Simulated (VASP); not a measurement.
# GaCuSe2 (P-4m2) in VASP: single point with PBE

Aim: the single point of GaCuSe2 with PBE.

Everything below comes from runs of VASP 6.6.1. Logs are shortened: lines on timing, memory, paths and dates and some standing lists are left out, and cuts for length are marked.

## Step 1: The cell of the first run

Symmetry: P-4m2, No. 115, tetragonal system. Conventional cell: a = 3.931 Å, b = 3.931 Å, c = 5.642 Å, α = 90.00°, β = 90.00°, γ = 90.00°. Cu (site symmetry -4m2) has 4 Se at 2.40 Å within 3.2 Å. Within 3.2 Å of Se (site symmetry 2mm) lie 2 Cu at 2.40 Å and 2 Ga at 2.44 Å. Within 3.2 Å of Ga (site symmetry -4m2) lie 4 Se at 2.44 Å.

## Step 2: Single point, PBE

INCAR

```
ALGO = Normal
EDIFF = 1E-6
ENCUT = 520
GGA = PE
ISIF = 2
ISMEAR = -1
LASPH = True
LCHARG = False
LREAL = False
LWAVE = False
NBANDS = 26
NELM = 80
PREC = Accurate
SIGMA = 0.02
```

KPOINTS

```
k-points
0
Gamma
  4 4 4
```

POSCAR

```
GaCuSe2
1.0
    3.9307082772      0.0000000000      0.0000000000
    0.0000000000      3.9307082772      0.0000000000
    0.0000000000      0.0000000000      5.6421460618
Cu Se Ga
1 2 1
Direct
    0.0000000000      0.0000000000      0.0000000000
    0.0000000000      0.5000000000      0.2427767847
    0.5000000000      0.0000000000      0.7572232153
    0.5000000000      0.5000000000      0.5000000000
```

Potentials or basis: VASP PAW PBE potentials, release 64 (Cu, Se, Ga_d).

On the command line:

```console
$ cat potpaw_PBE.64/Cu/POTCAR potpaw_PBE.64/Se/POTCAR potpaw_PBE.64/Ga_d/POTCAR > POTCAR
$ mpirun -np 1 vasp_std > vasp.out
```

OUTCAR:

```text
EDIFF = 1E-6
   ENCUT = 520
   GGA = PE
   ISIF = 2
   ISMEAR = -1
   LASPH = True
   LREAL = False
   NELM = 80
   PREC = Accurate

 ion  position               nearest neighbor table
   1  0.000  0.000  0.000-   2 2.40   3 2.40   2 2.40   3 2.40
   2  0.000  0.500  0.243-   1 2.40   1 2.40   4 2.44   4 2.44
   3  0.500  0.000  0.757-   1 2.40   1 2.40   4 2.44   4 2.44
   4  0.500  0.500  0.500-   2 2.44   3 2.44   3 2.44   2 2.44

  LATTYP: Found a simple tetragonal cell.
 ALAT       =     3.9307082772
 C/A-ratio  =     1.4354018828

  Lattice vectors:

 A1 = (   3.9307082772,   0.0000000000,   0.0000000000)
 A2 = (   0.0000000000,   3.9307082772,   0.0000000000)
 A3 = (   0.0000000000,   0.0000000000,   5.6421460618)

Analysis of symmetry for initial positions (statically):
=====================================================================
 Subroutine PRICEL returns:
 Original cell was already a primitive cell.

 Routine SETGRP: Setting up the symmetry group for a
 simple tetragonal supercell.

 Subroutine GETGRP returns: Found  8 space group operations
 (whereof  8 operations were pure point group operations)
 out of a pool of 16 trial point group operations.

The static configuration has the point symmetry D_2d.

Analysis of symmetry for dynamics (positions and initial velocities):
=====================================================================
 Subroutine PRICEL returns:
 Original cell was already a primitive cell.

 Routine SETGRP: Setting up the symmetry group for a
 simple tetragonal supercell.

 Subroutine GETGRP returns: Found  8 space group operations
 (whereof  8 operations were pure point group operations)
 out of a pool of 16 trial point group operations.

The dynamic configuration has the point symmetry D_2d.

 Subroutine INISYM returns: Found  8 space group operations
 (whereof  8 operations are pure point group operations),
 and found     1 'primitive' translations

----------------------------------------------------------------------------------------

                                     Primitive cell

  volume of cell :      87.1738

  direct lattice vectors                    reciprocal lattice vectors
     3.930708277  0.000000000  0.000000000     0.254407076  0.000000000  0.000000000
     0.000000000  3.930708277  0.000000000     0.000000000  0.254407076  0.000000000
     0.000000000  0.000000000  5.642146062     0.000000000  0.000000000  0.177237524

  length of vectors
     3.930708277  3.930708277  5.642146062     0.254407076  0.254407076  0.177237524

  position of ions in fractional coordinates (direct lattice)
     0.000000000  0.000000000  0.000000000
     0.000000000  0.500000000  0.242776785
     0.500000000  0.000000000  0.757223215
     0.500000000  0.500000000  0.500000000

  ion indices of the primitive-cell ions
   primitive index   ion index
                 1           1
                 2           2
                 3           3
                 4           4

----------------------------------------------------------------------------------------

 KPOINTS: k-points

Automatic generation of k-mesh.
 Grid dimensions read from file:
 generate k-points for:    4    4    4

 Generating k-lattice:

  Cartesian coordinates                     Fractional coordinates (reciprocal lattice)
     0.063601769  0.000000000  0.000000000     0.250000000  0.000000000  0.000000000
     0.000000000  0.063601769  0.000000000     0.000000000  0.250000000  0.000000000
     0.000000000  0.000000000  0.044309381     0.000000000  0.000000000  0.250000000

  Length of vectors
     0.063601769  0.063601769  0.044309381

  Shift w.r.t. Gamma in fractional coordinates (k-lattice)
     0.000000000  0.000000000  0.000000000

 Subroutine IBZKPT returns following result:
 ===========================================

 Found     18 irreducible k-points:

 Following reciprocal coordinates:
            Coordinates               Weight
  0.000000  0.000000  0.000000      1.000000
  0.250000  0.000000  0.000000      4.000000
  0.500000  0.000000  0.000000      2.000000
  0.250000  0.250000  0.000000      4.000000
  0.500000  0.250000  0.000000      4.000000
  0.500000  0.500000  0.000000      1.000000
[... 10 lines left out ...]
  0.500000  0.250000  0.500000      4.000000
  0.500000  0.500000  0.500000      1.000000
   k-points           NKPTS =     18   k-points in BZ     NKDIM =     18   number of bands    NBANDS=     26
   number of dos      NEDOS =    301   number of ions     NIONS =      4
   total plane-waves  NPLWV =  37800
   dimension x,y,z NGX =    30 NGY =   30 NGZ =   42
   dimension x,y,z NGXF=    60 NGYF=   60 NGZF=   84
   ions per type =               1   2   1
   NGX,Y,Z   is equivalent  to a cutoff of  12.69, 12.69, 12.38 a.u.
   NGXF,Y,Z  is equivalent  to a cutoff of  25.38, 25.38, 24.75 a.u.
 SYSTEM =  unknown system
   PREC   = accura    normal or accurate (medium, high low for compatibility)
   ISTART =      0    job   : 0-new  1-cont  2-samecut
   ICHARG =      2    charge: 1-file 2-atom 10-const
   ISPIN  =      1    spin polarized calculation?
   LNONCOLLINEAR =      F non collinear calculations
   LSORBIT =      F    spin-orbit coupling
   LASPH  =      T    aspherical Exc in radial PAW
   ENCUT  =  520.0 eV  38.22 Ry    6.18 a.u.   7.31  7.31 10.49*2*pi/ulx,y,z
   NELM   =     80;   NELMIN=  2; NELMDL= -5     # of ELM steps
   EDIFF  = 0.1E-05   stopping-criterion for ELM
   LREAL  =      F    real-space projection
   EDIFFG = 0.1E-04   stopping-criterion for IOM
   NSW    =      0    number of steps for IOM
   IBRION =     -1    ionic relax: 0-MD 1-quasi-New 2-CG
   NFREE  =      0    steps in history (QN), initial steepest desc. (CG)
   ISIF   =      2    stress and relaxation
   ISYM   =      2    0-nonsym 1-usesym 2-fastsym
   POTIM  = 0.5000    time-step for ionic-motion
   TEBEG  =    0.0;   TEEND  =   0.0 temperature during run
   PSTRESS=    0.0 pullay stress
   NELECT =      36.0000    total number of electrons
   NUPDOWN=      -1.0000    fix difference up-down
   EMIN   =  10.00;   EMAX   =-10.00  energy-range for DOS
   EFERMI =   0.00;   METHOD = LEGACY
   ISMEAR =    -1;   SIGMA  =   0.02  broadening in eV -4-tet -1-fermi 0-gaus
   EFERMI_NEDOS =   21; number of points for ismear=-14 and -15
   IALGO  =     38    algorithm
   IMIX   =      4    mixing-type and parameters
     AMIX     =   0.40;   BMIX     =  1.00
     AMIX_MAG =   1.60;   BMIX_MAG =  1.00
  volume/ion in A,a.u.               =      21.79       147.07
  Fermi-wavevector in a.u.,A,eV,Ry     =   1.219122  2.303806 20.221759  1.486257
  Thomas-Fermi vector in A             =   2.354385
   LORBIT       =      0    0 simple, 1 ext, 2 COOP (PROOUT), +10 PAW based schemes
   GGA     = PE    functional components
   LHFCALC =     F    Hartree Fock is set to
   AEXX    =    0.0000 exact exchange contribution
   IVDW    =     0    specifies the selected vdW correction
   LEPSILON=     F    determine dielectric tensor
   LRPA    =     F    only Hartree local field effects (RPA)
 non-spin polarized calculation
  energy-cutoff  :      520.00
  volume of cell :       87.17
 maximum number of plane-waves:      2380
 NGX is ok and might be reduce to    30
   NGX = 15   NGY = 15   NGZ = 21

 number of electron      36.0000015 magnetization

 Free energy of the ion-electron system (eV)
  ---------------------------------------------------
  ext. energy  EPLUGINS =         0.00000000
  ---------------------------------------------------
  free energy    TOTEN  =       -15.43430838 eV

  energy without entropy =      -15.43337801  energy(sigma->0) =      -15.43384320

 E-fermi :   4.1131     XC(G=0):  -9.6248

 val. band max:        4.1122583528   @ k =   0.0000   0.0000   0.0000
 cond. band min:       4.4239670247   @ k =   0.5000   0.0000   0.5000
 fundamental gap:      0.3117086719
 Fermi energy:         4.1130641455

 k-point     1 :       0.0000    0.0000    0.0000
  band No.  band energies     occupation
      1     -11.5380      2.00000
      2     -11.3998      2.00000
      3     -11.3998      2.00000
      4     -11.3593      2.00000
      5     -11.3091      2.00000
      6     -10.5225      2.00000
[... 18 lines left out ...]
     25      12.7608      0.00000
     26      14.2548      0.00000

 k-point     2 :       0.2500    0.0000    0.0000
  band No.  band energies     occupation
      1     -11.5398      2.00000
      2     -11.4487      2.00000
      3     -11.3987      2.00000
      4     -11.3546      2.00000
      5     -11.3143      2.00000
      6     -10.1480      2.00000
[... 18 lines left out ...]
     25      12.3291      0.00000
     26      12.6556      0.00000

 k-point     3 :       0.5000    0.0000    0.0000
  band No.  band energies     occupation
      1     -11.5566      2.00000
      2     -11.4661      2.00000
      3     -11.3976      2.00000
      4     -11.3495      2.00000
      5     -11.3195      2.00000
      6      -9.5434      2.00000
[... 18 lines left out ...]
     25      10.5842      0.00000
     26      11.6777      0.00000

 k-point     4 :       0.2500    0.2500    0.0000
  band No.  band energies     occupation
      1     -11.5357      2.00000
      2     -11.4908      2.00000
      3     -11.3832      2.00000
      4     -11.3507      2.00000
      5     -11.3204      2.00000
      6      -9.8166      2.00000
[... 18 lines left out ...]
     25      11.0749      0.00000
     26      11.6970      0.00000
[... 322 lines left out ...]
      1     -11.5485      2.00000
      2     -11.4852      2.00000
      3     -11.3834      2.00000
      4     -11.3491      2.00000
      5     -11.3203      2.00000
      6      -9.5465      2.00000
[... 18 lines left out ...]
     25      10.8004      0.00000
     26      11.1233      0.00000

 k-point    17 :       0.5000    0.2500    0.5000
  band No.  band energies     occupation
      1     -11.5528      2.00000
      2     -11.5088      2.00000
      3     -11.3716      2.00000
      4     -11.3443      2.00000
      5     -11.3263      2.00000
      6      -9.2411      2.00000
[... 18 lines left out ...]
     25      11.2185      0.00000
     26      12.6623      0.00000

 k-point    18 :       0.5000    0.5000    0.5000
  band No.  band energies     occupation
      1     -11.5439      2.00000
      2     -11.5439      2.00000
      3     -11.3488      2.00000
      4     -11.3417      2.00000
      5     -11.3330      2.00000
      6      -8.9275      2.00000
[... 18 lines left out ...]
     25      10.4070      0.00000
     26      10.9548      0.00000

------------------------ aborting loop because EDIFF is reached ----------------------------------------

  FORCE on cell =-STRESS in cart. coord.  units (eV):
  Direction    XX          YY          ZZ          XY          YZ          ZX
  --------------------------------------------------------------------------------------
  -------------------------------------------------------------------------------------
  Total        1.7468809      1.7468809      1.4235399      0.0000000      0.0000000      0.0000000
  in kB       32.1061281     32.1061281     26.1634052      0.0000000      0.0000000      0.0000000
  external PRESSURE =      30.1252204 kB  Pullay stress =       0.0000000 kB

 VOLUME and BASIS-vectors are now :
 -----------------------------------------------------------------------------
  energy-cutoff  :      520.00
  volume of cell :       87.17
      direct lattice vectors                 reciprocal lattice vectors
     3.930708277  0.000000000  0.000000000     0.254407076  0.000000000  0.000000000
     0.000000000  3.930708277  0.000000000     0.000000000  0.254407076  0.000000000
     0.000000000  0.000000000  5.642146062     0.000000000  0.000000000  0.177237524

 POSITION                                       TOTAL-FORCE (eV/Angst)
 -----------------------------------------------------------------------------------
      0.00000      0.00000      0.00000         0.000000      0.000000      0.000000
      0.00000      1.96535      1.36978         0.000000      0.000000     -0.128189
      1.96535      0.00000      4.27236        -0.000000     -0.000000      0.128189
      1.96535      1.96535      2.82107         0.000000      0.000000      0.000000
 -----------------------------------------------------------------------------------
    total drift:                                0.000000      0.000000      0.000000

  FREE ENERGIE OF THE ION-ELECTRON SYSTEM (eV)
  ---------------------------------------------------
  free  energy   TOTEN  =       -15.4343083847 eV

  energy  without entropy=      -15.4333780100  energy(sigma->0) =      -15.43384320
```

Wall time 53 s (1 thread of Intel Xeon Platinum 8259CL at 2.50GHz (Skylake/Cascade Lake), shared host); peak memory 0.2 GiB.

Results:

| Quantity | Value |
| --- | --- |
| Free energy | -15.4343 eV |
| Pressure | 3.0 GPa |
| Largest force | 0.128 eV/Å |
| Band gap on the k mesh | zero (filled and empty bands touch) |

Forces in eV/Å, atoms in the order of the input:
```
Cu   0.000  0.000  0.000
Se   0.000  0.000 -0.128
Se   0.000  0.000  0.128
Ga   0.000  0.000  0.000
```

Levels at points of the mesh, in eV from the Fermi level:
| k point | band 15 | band 16 | band 17 | band 18 | band 19 | band 20 | band 21 | band 22 |
| --- | --- | --- | --- | --- | --- | --- | --- | --- |
| (0.00, 0.00, 0.00) | -2.12 | -0.25 | -0.08 | 0.00 | 0.00 | 1.71 | 2.97 | 4.34 |
| (0.50, 0.00, 0.00) | -1.91 | -1.66 | -1.65 | -0.48 | 1.69 | 4.54 | 4.74 | 4.94 |
| (0.50, 0.50, 0.00) | -1.99 | -1.87 | -1.87 | -1.53 | 1.54 | 1.84 | 1.84 | 3.42 |
| (0.00, 0.00, 0.50) | -1.94 | -1.72 | -0.74 | -0.74 | 1.71 | 1.87 | 3.85 | 4.52 |
| (0.50, 0.00, 0.50) | -1.76 | -1.41 | -0.67 | -0.37 | 0.31 | 2.56 | 4.45 | 4.49 |
| (0.50, 0.50, 0.50) | -2.06 | -1.99 | -1.85 | -1.80 | 2.94 | 4.11 | 4.11 | 6.14 |

Caveat: the k points lie up to 0.40 Å⁻¹ apart.
